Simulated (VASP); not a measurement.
# BaO (Fm-3m) in VASP: single point with PBE

Aim: the single point of BaO with PBE.

All numbers are computed with VASP 6.6.1; they aren't measurements. Logs are shortened: lines on timing, memory, paths and dates and some standing lists are left out, and cuts for length are marked.

**1. The cell of the first run**

It takes space group Fm-3m (No. 225, cubic). Conventional cell: a = 5.445 Å, b = 5.445 Å, c = 5.445 Å, α = 90.00°, β = 90.00°, γ = 90.00°. Ba (site symmetry m-3m) has 6 O at 2.72 Å within 3.6 Å. Within 3.6 Å of O (site symmetry m-3m) lie 6 Ba at 2.72 Å.

**2. Single point, PBE (strained)**

INCAR reads:

```
SYSTEM = BaO
PREC     = Accurate       ! precision mode
ENCUT    = 1340           ! plane-wave cutoff, eV
EDIFF    = 1E-6           ! SCF threshold, eV
ISMEAR   = 0              ! smearing method
SIGMA    = 0.02           ! smearing width, eV
LREAL    = .FALSE.        ! projectors in reciprocal space
LASPH    = .TRUE.         ! aspherical terms in the spheres
NELM     = 120            ! most SCF steps
ALGO     = Normal         ! electronic algorithm
ISIF     = 2              ! what is computed and relaxed
LWAVE    = .FALSE.        ! write WAVECAR
LCHARG   = .TRUE.         ! write CHGCAR
GGA      = PE             ! functional
LELF     = .TRUE.         ! ELF
LVHAR    = .TRUE.       
NBANDS   = 15             ! bands
GGA_COMPAT= .FALSE.
```

KPOINTS reads:

```
regular mesh
0
G
  8 8 8
  0 0 0
```

POSCAR reads:

```
BaO
1.0
    0.0000000000      2.7223075000      2.7223075000
    2.7223075000      0.0000000000      2.7223075000
    2.7223075000      2.7223075000      0.0000000000
Ba O
1 1
Direct
    0.0000000000      0.0000000000      0.0000000000
    0.5000000000      0.5000000000      0.5000000000
```

Potentials or basis: VASP PAW PBE potentials, release 64 (Ba_sv, O_h).

Command:

```
$ cat potpaw_PBE.64/Ba_sv/POTCAR potpaw_PBE.64/O_h/POTCAR > POTCAR
$ mpirun -np 1 vasp_std > vasp.out
```

OUTCAR:

```text
SYSTEM = BaO
   PREC = Accurate
   ENCUT = 1340
   EDIFF = 1E-6
   ISMEAR = 0
   LREAL = .FALSE.
   LASPH = .TRUE.
   NELM = 120
   ISIF = 2
   GGA = PE

 ion  position               nearest neighbor table
   1  0.000  0.000  0.000-   2 2.72   2 2.72   2 2.72   2 2.72   2 2.72   2 2.72
   2  0.500  0.500  0.500-   1 2.72   1 2.72   1 2.72   1 2.72   1 2.72   1 2.72

  LATTYP: Found a face centered cubic cell.
 ALAT       =     5.4446150000

  Lattice vectors:

 A1 = (   0.0000000000,   2.7223075000,   2.7223075000)
 A2 = (   2.7223075000,   0.0000000000,   2.7223075000)
 A3 = (   2.7223075000,   2.7223075000,   0.0000000000)

Analysis of symmetry for initial positions (statically):
=====================================================================
 Subroutine PRICEL returns:
 Original cell was already a primitive cell.

 Routine SETGRP: Setting up the symmetry group for a
 face centered cubic supercell.

 Subroutine GETGRP returns: Found 48 space group operations
 (whereof 48 operations were pure point group operations)
 out of a pool of 48 trial point group operations.

The static configuration has the point symmetry O_h .

Analysis of symmetry for dynamics (positions and initial velocities):
=====================================================================
 Subroutine PRICEL returns:
 Original cell was already a primitive cell.

 Routine SETGRP: Setting up the symmetry group for a
 face centered cubic supercell.

 Subroutine GETGRP returns: Found 48 space group operations
 (whereof 48 operations were pure point group operations)
 out of a pool of 48 trial point group operations.

The dynamic configuration has the point symmetry O_h .

 Subroutine INISYM returns: Found 48 space group operations
 (whereof 48 operations are pure point group operations),
 and found     1 'primitive' translations

----------------------------------------------------------------------------------------

                                     Primitive cell

  volume of cell :      40.3498

  direct lattice vectors                    reciprocal lattice vectors
     0.000000000  2.722307500  2.722307500    -0.183667716  0.183667716  0.183667716
     2.722307500  0.000000000  2.722307500     0.183667716 -0.183667716  0.183667716
     2.722307500  2.722307500  0.000000000     0.183667716  0.183667716 -0.183667716

  length of vectors
     3.849924187  3.849924187  3.849924187     0.318121815  0.318121815  0.318121815

  position of ions in fractional coordinates (direct lattice)
     0.000000000  0.000000000  0.000000000
     0.500000000  0.500000000  0.500000000

  ion indices of the primitive-cell ions
   primitive index   ion index
                 1           1
                 2           2

[... 88 lines left out ...]
   IALGO  =     38    algorithm
   IMIX   =      4    mixing-type and parameters
     AMIX     =   0.40;   BMIX     =  1.00
     AMIX_MAG =   1.60;   BMIX_MAG =  1.00
  volume/ion in A,a.u.               =      20.17       136.15
  Fermi-wavevector in a.u.,A,eV,Ry     =   1.202729  2.272828 19.681591  1.446556
  Thomas-Fermi vector in A             =   2.338502
   LORBIT       =      0    0 simple, 1 ext, 2 COOP (PROOUT), +10 PAW based schemes
   GGA     = PE    functional components
   LHFCALC =     F    Hartree Fock is set to
   AEXX    =    0.0000 exact exchange contribution
   IVDW    =     0    specifies the selected vdW correction
   LEPSILON=     F    determine dielectric tensor
   LRPA    =     F    only Hartree local field effects (RPA)
 non-spin polarized calculation
 Gauss-broadening in eV      SIGMA  =   0.02
  energy-cutoff  :     1340.00
  volume of cell :       40.35
 maximum number of plane-waves:      4573
 NGX is ok and might be reduce to    48
   NGX = 23   NGY = 23   NGZ = 23

 number of electron      16.0000000 magnetization

 Free energy of the ion-electron system (eV)
  ---------------------------------------------------
  ext. energy  EPLUGINS =         0.00000000
  ---------------------------------------------------
  free energy    TOTEN  =       -11.72830550 eV

  energy without entropy =      -11.72830550  energy(sigma->0) =      -11.72830550

 E-fermi :   2.5483     XC(G=0):  -9.8618

 val. band max:        2.4482754025   @ k =   0.5000   0.5000   0.0000
 cond. band min:       4.2319216654   @ k =   0.5000   0.5000   0.0000
 fundamental gap:      1.7836462629
 Fermi energy:         2.5483193624

 k-point     1 :       0.0000    0.0000    0.0000
  band No.  band energies     occupation
      1     -23.4914      2.00000
      2     -12.7306      2.00000
      3      -7.8949      2.00000
      4      -7.8949      2.00000
      5      -7.8949      2.00000
      6       1.9608      2.00000
      7       1.9608      2.00000
      8       1.9608      2.00000
      9       6.2156      0.00000
     10       7.0848      0.00000
     11       7.0848      0.00000
     12       7.0848      0.00000
     13       9.4844      0.00000
     14       9.4844      0.00000
[... 401 lines left out ...]
      2     -13.4143      2.00000
      3      -8.6199      2.00000
      4      -8.6124      2.00000
      5      -8.0101      2.00000
      6       0.6946      2.00000
      7       1.3859      2.00000
      8       1.4378      2.00000
      9       7.3137      0.00000
     10       7.9427      0.00000
     11      10.4767      0.00000
     12      10.5867      0.00000
     13      12.8530      0.00000
     14      14.5797      0.00000
     15      15.0027      0.00000

 [... further k-points ...]

------------------------ aborting loop because EDIFF is reached ----------------------------------------

  FORCE on cell =-STRESS in cart. coord.  units (eV):
  Direction    XX          YY          ZZ          XY          YZ          ZX
  --------------------------------------------------------------------------------------
  -------------------------------------------------------------------------------------
  Total        1.9462940      1.9462940      1.9462940     -0.0000000      0.0000000      0.0000000
  in kB       77.2818480     77.2818480     77.2818480     -0.0000000      0.0000000      0.0000000
  external PRESSURE =      77.2818480 kB  Pullay stress =       0.0000000 kB

 VOLUME and BASIS-vectors are now :
 -----------------------------------------------------------------------------
  energy-cutoff  :     1340.00
  volume of cell :       40.35
      direct lattice vectors                 reciprocal lattice vectors
     0.000000000  2.722307500  2.722307500    -0.183667716  0.183667716  0.183667716
     2.722307500  0.000000000  2.722307500     0.183667716 -0.183667716  0.183667716
     2.722307500  2.722307500  0.000000000     0.183667716  0.183667716 -0.183667716

 POSITION                                       TOTAL-FORCE (eV/Angst)
 -----------------------------------------------------------------------------------
      0.00000      0.00000      0.00000        -0.000000      0.000000     -0.000000
      2.72231      2.72231      2.72231         0.000000     -0.000000      0.000000
 -----------------------------------------------------------------------------------
    total drift:                               -0.000000     -0.000000     -0.000000

  FREE ENERGIE OF THE ION-ELECTRON SYSTEM (eV)
  ---------------------------------------------------
  free  energy   TOTEN  =       -11.7283055007 eV

  energy  without entropy=      -11.7283055007  energy(sigma->0) =      -11.72830550
```

OSZICAR:

```text
N       E                     dE             d eps       ncg     rms          rms(c)
DAV:   1     0.146612601700E+03    0.14661E+03   -0.13577E+04   870   0.210E+03
DAV:   2    -0.232081926330E+01   -0.14893E+03   -0.13016E+03  1263   0.293E+02
DAV:   3    -0.141359747674E+02   -0.11815E+02   -0.11655E+02  1094   0.809E+01
DAV:   4    -0.143586645353E+02   -0.22269E+00   -0.22263E+00  1027   0.117E+01
DAV:   5    -0.143628842111E+02   -0.42197E-02   -0.42190E-02  1129   0.162E+00    0.100E+01
DAV:   6    -0.119476555449E+02    0.24152E+01   -0.83877E+00  1059   0.222E+01    0.634E+00
DAV:   7    -0.117490421664E+02    0.19861E+00   -0.64607E-01   976   0.685E+00    0.255E+00
DAV:   8    -0.117287632247E+02    0.20279E-01   -0.12881E-01   947   0.403E+00    0.426E-01
DAV:   9    -0.117268928690E+02    0.18704E-02   -0.82318E-03  1171   0.923E-01    0.181E-01
DAV:  10    -0.117282728095E+02   -0.13799E-02   -0.28771E-03   920   0.530E-01    0.374E-02
DAV:  11    -0.117282954899E+02   -0.22680E-04   -0.18879E-04  1108   0.118E-01    0.224E-02
DAV:  12    -0.117283030265E+02   -0.75366E-05   -0.30462E-05   996   0.661E-02    0.478E-03
DAV:  13    -0.117283050107E+02   -0.19842E-05   -0.46766E-06  1119   0.224E-02    0.301E-03
DAV:  14    -0.117283055007E+02   -0.48996E-06   -0.24208E-06   954   0.175E-02
   1 F= -.11728306E+02 E0= -.11728306E+02  d E =-.898248E-15
```

stdout:

```text
POSCAR found type information on POSCAR BaO
 POSCAR found :  2 types and       2 ions
 scaLAPACK will be used
 LDA part: xc-table for (Slater+PW92), standard interpolation
 POSCAR, INCAR and KPOINTS ok, starting setup
 FFT: planning ... GRIDC
 FFT: planning ... GRID_SOFT
 FFT: planning ... GRID
 WAVECAR not read
 entering main loop
```

Run time: 63 s. Hardware: 1 thread of Intel Xeon Platinum 8259CL at 2.50GHz (Skylake/Cascade Lake), shared host; peak memory 0.36 GiB.

What came out:

```yaml
Free_energy: -11.7283 eV
Pressure: 7.7 GPa
Band_gap_on_the_k_mesh: 1.78 eV
```

Caveat: the cell differs from its parent crystal (strained); the cell stands under pressure; spin-orbit coupling is left out, which moves the levels of the heavy elements. A k mesh can miss the band edges.
